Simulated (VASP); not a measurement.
Input of a VASP 6.6.1 run:

Contents of INCAR:

```
SYSTEM = PtSe2
  PREC = Accurate
  ENCUT = 520
  EDIFF = 1E-6
  ISMEAR = 0
  SIGMA = 0.1
  LREAL = .False.
  LASPH = .True.
  NELM = 60
  ALGO = Normal
  ISIF = 2
  LWAVE = .False.
  LCHARG = .False.
  GGA = PE
  NBANDS = 31
```

The input KPOINTS:

```
Automatic mesh
0
Gamma
  6 6 1
  0 0 0
```

Contents of POSCAR:

```
PtSe2
1.0
    3.3503735792      0.0000000000      0.0000000000
   -1.6751867896      2.9015086318      0.0000000000
    0.0000000000      0.0000000000     23.9574118004
Pt Se
2 4
Direct
    0.6666666667      0.3333333333      0.1458659842
    0.3333333333      0.6666666667      0.8541340158
    0.3333333333      0.6666666667      0.2048480597
    0.6666666667      0.3333333333      0.9273884748
    0.3333333333      0.6666666667      0.0726115252
    0.6666666667      0.3333333333      0.7951519403
```

Potentials or basis: VASP PAW PBE potentials, release 64 (Pt, Se).

The run is started by

```console
$ cat potpaw_PBE.64/Pt/POTCAR potpaw_PBE.64/Se/POTCAR > POTCAR
$ mpirun -np 1 vasp_std > vasp.out
```

What does it give for the largest force?

1.910 eV/Å.

Estimate the band gap on the k mesh.

zero (bands 22 and 23 overlap by 1.33 eV).

Forces on the atoms (eV/Å):
```
Pt   0.000  0.000 -1.515
Pt   0.000  0.000  1.515
Se   0.000  0.000  1.910
Se   0.000  0.000  0.294
Se   0.000  0.000 -0.294
Se   0.000  0.000 -1.910
```

Caveat: the k points lie up to 0.36 Å⁻¹ apart, too coarse for converged energies and pressures of a metal; the cell differs from its parent crystal (W replaced by Pt, lengths x 0.961, strained); spin-orbit coupling is left out, which moves the levels of the heavy elements.
